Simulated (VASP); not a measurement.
# C in VASP: a series of runs, part 2 of 2

VASP 6.6.1.

## 3. Single point, PBE (epitaxial xy strain -4.0%)

File INCAR:

```
PREC = Accurate
ENCUT = 520
EDIFF = 1E-7
ISMEAR = 0
SIGMA = 0.01
LREAL = F
LASPH = T
NELM = 100
ALGO = Normal
ISIF = 2
LWAVE = F
LCHARG = F
GGA = PE
NBANDS = 11
```

File KPOINTS:

```
regular mesh
0
Gamma
  6 6 6
```

File POSCAR:

```
C
1.0
    0.0000000000      1.7089191768      1.7961065760
    1.7089191768      0.0000000000      1.7961065760
    1.7089191768      1.7089191768      0.0000000000
C
2
Direct
    0.0000000000      0.0000000000      0.0000000000
    0.2500000000      0.2500000000      0.2500000000
```

Potentials or basis: VASP PAW PBE potentials, release 64 (C).

Run with:

```sh
cat potpaw_PBE.64/C/POTCAR > POTCAR
mpirun -np 1 vasp_std > vasp.out
```

Wall time 3.2 s (1 thread of AMD EPYC 7R43 (Zen 3), shared host); peak memory 0.08 GiB.

The run converged. Its results:

```yaml
Free_energy: -18.0047 eV
Pressure: 42.5 GPa
Band_gap_on_the_k_mesh: 3.67 eV, indirect (least direct gap 5.34 eV)
```

Stress tensor (GPa, compression positive):
```
60.07  0.00  0.00
 0.00 60.07  0.00
 0.00  0.00  7.45
```

Levels at points of the mesh, in eV from the valence-band top:
| k point | band 1 | band 2 | band 3 | band 4 | band 5 | band 6 | band 7 | band 8 |
| --- | --- | --- | --- | --- | --- | --- | --- | --- |
| (0.00, 0.00, 0.00) | -22.84 | -0.84 | 0.00 | 0.00 | 5.34 | 5.34 | 5.98 | 14.84 |
| (0.50, 0.00, 0.00) | -16.59 | -14.54 | -3.78 | -2.79 | 7.74 | 8.75 | 10.18 | 16.16 |
| (0.50, 0.50, 0.00) | -14.16 | -14.16 | -6.52 | -6.52 | 5.47 | 5.47 | 17.55 | 17.55 |
| (0.50, 0.00, 0.50) | -13.33 | -13.33 | -7.31 | -7.31 | 4.25 | 4.25 | 17.69 | 17.69 |

Caveat: the k points lie up to 0.52 Å⁻¹ apart; the cell differs from its parent crystal (epitaxial xy strain -4.0%).

## 4. Single point, PBE (epitaxial xy strain -2.0%)

File INCAR:

```
PREC = Accurate
ENCUT = 520
EDIFF = 1E-7
ISMEAR = 0
SIGMA = 0.01
LREAL = F
LASPH = T
NELM = 60
ALGO = Normal
ISIF = 2
LWAVE = F
LCHARG = T
GGA = PE
LELF = T
LVHAR = T
NBANDS = 11
```

File KPOINTS:

```
Automatic mesh
0
Gamma
  6 6 6
```

File POSCAR:

```
C
1.0
    0.0000000000      1.7445216597      1.7880464072
    1.7445216597      0.0000000000      1.7880464072
    1.7445216597      1.7445216597      0.0000000000
C
2
Direct
    0.0000000000      0.0000000000      0.0000000000
    0.2500000000      0.2500000000      0.2500000000
```

Potentials or basis: VASP PAW PBE potentials, release 64 (C).

Run with:

```sh
cat potpaw_PBE.64/C/POTCAR > POTCAR
mpirun -np 1 vasp_std > vasp.out
```

OUTCAR:

```text
PREC = Accurate
   ENCUT = 520
   EDIFF = 1E-7
   ISMEAR = 0
   LREAL = F
   LASPH = T
   NELM = 60
   ISIF = 2
   GGA = PE

 ion  position               nearest neighbor table
   1  0.000  0.000  0.000-   2 1.52   2 1.52   2 1.52   2 1.52
   2  0.250  0.250  0.250-   1 1.52   1 1.52   1 1.52   1 1.52

  LATTYP: Found a body centered tetragonal cell.
 ALAT       =     2.4671261910
 C/A-ratio  =     1.4494973250

  Lattice vectors:

 A1 = (  -1.7445216597,   0.0000000000,   1.7880464072)
 A2 = (   1.7445216597,   0.0000000000,   1.7880464072)
[... 515 lines left out ...]
      6      18.6923      0.00000
      7      25.5227      0.00000
      8      26.3364      0.00000
      9      32.3209      0.00000
     10      34.6748      0.00000
     11      39.9344      0.00000

 [... further k-points ...]
[... 5 lines left out ...]
  --------------------------------------------------------------------------------------
  -------------------------------------------------------------------------------------
  Total        2.0735136      2.0735136      0.4116636      0.0000000      0.0000000     -0.0000000
  in kB      305.2502043    305.2502043     60.6026441      0.0000000      0.0000000     -0.0000000
  external PRESSURE =     223.7010175 kB  Pullay stress =       0.0000000 kB

 VOLUME and BASIS-vectors are now :
 -----------------------------------------------------------------------------
  energy-cutoff  :      520.00
  volume of cell :       10.88
      direct lattice vectors                 reciprocal lattice vectors
     0.000000000  1.744521660  1.788046407    -0.286611517  0.286611517  0.279634800
     1.744521660  0.000000000  1.788046407     0.286611517 -0.286611517  0.279634800
     1.744521660  1.744521660  0.000000000     0.286611517  0.286611517 -0.279634800

 POSITION                                       TOTAL-FORCE (eV/Angst)
 -----------------------------------------------------------------------------------
      0.00000      0.00000      0.00000         0.000000      0.000000      0.000000
      0.87226      0.87226      0.89402        -0.000000     -0.000000     -0.000000
 -----------------------------------------------------------------------------------
    total drift:                                0.000000      0.000000      0.000000

  FREE ENERGIE OF THE ION-ELECTRON SYSTEM (eV)
  ---------------------------------------------------
  free  energy   TOTEN  =       -18.1267498112 eV

  energy  without entropy=      -18.1267498112  energy(sigma->0) =      -18.12674981
```

Wall time 3.8 s (1 thread of AMD EPYC 7R43 (Zen 3), shared host); peak memory 0.08 GiB.

What came out:

```yaml
Free_energy: -18.1267 eV
Pressure: 22.4 GPa
Band_gap_on_the_k_mesh: 3.93 eV, indirect (least direct gap 5.47 eV)
```

Stress tensor (GPa, compression positive):
```
30.53  0.00  0.00
 0.00 30.53  0.00
 0.00  0.00  6.06
```

Levels at points of the mesh, in eV from the valence-band top:
| k point | band 2 | band 3 | band 4 | band 5 | band 6 | band 7 |
| --- | --- | --- | --- | --- | --- | --- |
| (0.00, 0.00, 0.00) | -0.39 | 0.00 | 0.00 | 5.47 | 5.47 | 5.79 |
| (0.50, 0.00, 0.00) | -13.97 | -3.27 | -2.81 | 8.18 | 8.61 | 9.49 |
| (0.50, 0.50, 0.00) | -13.46 | -6.43 | -6.43 | 5.11 | 5.11 | 17.22 |
| (0.50, 0.00, 0.50) | -13.06 | -6.81 | -6.81 | 4.52 | 4.52 | 17.33 |

Caveat: the k points lie up to 0.52 Å⁻¹ apart; the cell differs from its parent crystal (epitaxial xy strain -2.0%).

## 5. Single point, PBE (epitaxial xy strain -1.0%)

File INCAR:

```
PREC     = Accurate       # precision mode
ENCUT    = 520            # plane-wave cutoff, eV
EDIFF    = 1E-6           # SCF threshold, eV
ISMEAR   = 0              # smearing method
SIGMA    = 0.01           # smearing width, eV
LREAL    = False          # projectors in reciprocal space
LASPH    = True           # aspherical terms in the spheres
NELM     = 100            # most SCF steps
ALGO     = Normal         # electronic algorithm
ISIF     = 2              # what is computed and relaxed
LWAVE    = False          # write WAVECAR
LCHARG   = False          # write CHGCAR
GGA      = PE             # functional
NBANDS   = 11             # bands
```

KPOINTS is that of step 4.

File POSCAR:

```
C
1.0
    0.0000000000      1.7623229011      1.7840813067
    1.7623229011      0.0000000000      1.7840813067
    1.7623229011      1.7623229011      0.0000000000
C
2
Direct
    0.0000000000      0.0000000000      0.0000000000
    0.2500000000      0.2500000000      0.2500000000
```

Run with:

```sh
cat potpaw_PBE.64/C/POTCAR > POTCAR
mpirun -np 1 vasp_std > vasp.out
```

Run time: 3.6 s. Hardware: 1 thread of AMD EPYC 7R43 (Zen 3), shared host; peak memory 0.08 GiB.

The run converged. Its results:

```
Free energy            : -18.1593 eV
Pressure               : 13.3 GPa
Band gap on the k mesh : 4.05 eV, indirect (least direct gap 5.54 eV)
```

Stress tensor (GPa, compression positive):
```
17.28  0.00  0.00
 0.00 17.28  0.00
 0.00  0.00  5.48
```

Levels at points of the mesh, in eV from the valence-band top:
```csv
k point,band 2,band 3,band 4,band 5,band 6,band 7
"(0.00, 0.00, 0.00)",-0.19,0.00,0.00,5.54,5.54,5.69
"(0.50, 0.00, 0.00)",-13.70,-3.04,-2.81,8.37,8.55,9.18
"(0.50, 0.50, 0.00)",-13.12,-6.38,-6.38,4.94,4.94,17.06
"(0.50, 0.00, 0.50)",-12.93,-6.57,-6.57,4.65,4.65,17.12
```

Caveat: the k points lie up to 0.51 Å⁻¹ apart; the cell differs from its parent crystal (epitaxial xy strain -1.0%). A k mesh can miss the band edges.

## 6. Single point, PBE (epitaxial xy strain +1.0%)

File INCAR:

```
PREC = Accurate
ENCUT = 520
EDIFF = 1E-7
ISMEAR = 0
SIGMA = 0.01
LREAL = F
LASPH = T
NELM = 80
ALGO = Normal
ISIF = 2
LWAVE = F
LCHARG = F
GGA = PE
NBANDS = 11
```

File KPOINTS:

```
regular mesh
0
Gamma
  6 6 6
```

File POSCAR:

```
C
1.0
    0.0000000000      1.7979253840      1.7763848549
    1.7979253840      0.0000000000      1.7763848549
    1.7979253840      1.7979253840      0.0000000000
C
2
Direct
    0.0000000000      0.0000000000      0.0000000000
    0.2500000000      0.2500000000      0.2500000000
```

Potentials or basis: VASP PAW PBE potentials, release 64 (C).

Run with:

```sh
cat potpaw_PBE.64/C/POTCAR > POTCAR
mpirun -np 1 vasp_std > vasp.out
```

Run time: 3.7 s. Hardware: 1 thread of AMD EPYC 7R43 (Zen 3), shared host; peak memory 0.08 GiB.

Results (log left out):

```
Free energy            : -18.1728 eV
Pressure               : -2.8 GPa
Band gap on the k mesh : 3.82 eV, indirect (least direct gap 5.34 eV)
```

Stress tensor (GPa, compression positive):
```
-6.45  0.00  0.00
 0.00 -6.45  0.00
 0.00  0.00  4.44
```

Levels at points of the mesh, in eV from the valence-band top:
```csv
k point,band 1,band 2,band 3,band 4,band 5,band 6,band 7,band 8,band 9
"(0.00, 0.00, 0.00)",-21.43,-0.18,-0.18,0.00,5.34,5.49,5.49,12.93,19.02
"(0.50, 0.00, 0.00)",-15.73,-13.36,-2.99,-2.78,8.20,8.24,8.69,15.47,21.60
"(0.50, 0.50, 0.00)",-12.67,-12.67,-6.46,-6.46,4.43,4.43,16.54,16.54,23.01
"(0.50, 0.00, 0.50)",-12.86,-12.86,-6.28,-6.28,4.71,4.71,16.48,16.48,22.83
```

Caveat: the k points lie up to 0.51 Å⁻¹ apart; the cell differs from its parent crystal (epitaxial xy strain +1.0%).

## 7. Overview

```tsv
cell	gap on the mesh (eV)	pressure (GPa)
a = 2.517 Å, angles 60.0°, 2 atoms	4.16	5.0
a = 2.479, b = 2.479, c = 2.417 Å, angles 60.8, 60.8, 58.3°, 2 atoms	3.67	42.5
a = 2.498, b = 2.498, c = 2.467 Å, angles 60.4, 60.4, 59.2°, 2 atoms	3.93	22.4
a = 2.508, b = 2.508, c = 2.492 Å, angles 60.2, 60.2, 59.6°, 2 atoms	4.05	13.3
a = 2.527, b = 2.527, c = 2.543 Å, angles 59.8, 59.8, 60.4°, 2 atoms	3.82	-2.8
```

Alike in all rows: task single point; level PBE; potentials or basis VASP PAW PBE potentials, release 64 (C); no spin polarisation; k mesh 6 × 6 × 6; cutoff (eV) 520; smearing gaussian 0.01 eV.

Caveats: all runs use coarse meshes.

Total energies depend on the potentials used, so only differences within one code and one set of settings carry meaning.
